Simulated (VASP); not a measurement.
Au, 2 atoms in the cell. Symmetry: I4/mmm, No. 139, tetragonal system. Conventional cell: a = 3.375 Å, b = 3.375 Å, c = 3.169 Å, α = 90.00°, β = 90.00°, γ = 90.00°. Au (site symmetry 4/mmm) has 14 Au at 2.86 to 3.38 Å within 3.8 Å.  This cell differs from its parent crystal: uniaxial strain along a: -4.0 %, then relaxed in part.

* Program: VASP 6.6.1
* Task: single point
* Functional: PBE
* Potentials or basis: VASP PAW PBE potentials, release 64 (Au)
* Cutoff: 520 eV
* k mesh: 16 × 16 × 16
* Occupations: gaussian, width 0.1 eV
* Spin: no spin polarisation
* Dipole correction: no
* Further INCAR settings: ALGO = Fast; EDIFF = 1e-06; NBANDS = 18

Potentials or basis: VASP PAW PBE potentials, release 64 (Au).

Launch:

```sh
$ cat potpaw_PBE.64/Au/POTCAR > POTCAR
$ mpirun -np 1 vasp_std > vasp.out
```

Hardware: 1 thread of Intel(R) Xeon(R) Platinum 8488C (Sapphire Rapids) (shared host).

Task: How long does it take, and how much memory?

Result: Wall time 97 s on 1 thread of Intel(R) Xeon(R) Platinum 8488C (Sapphire Rapids) (shared host), peak memory 0.32 GiB. Counts: scf iterations 12, k points 405.
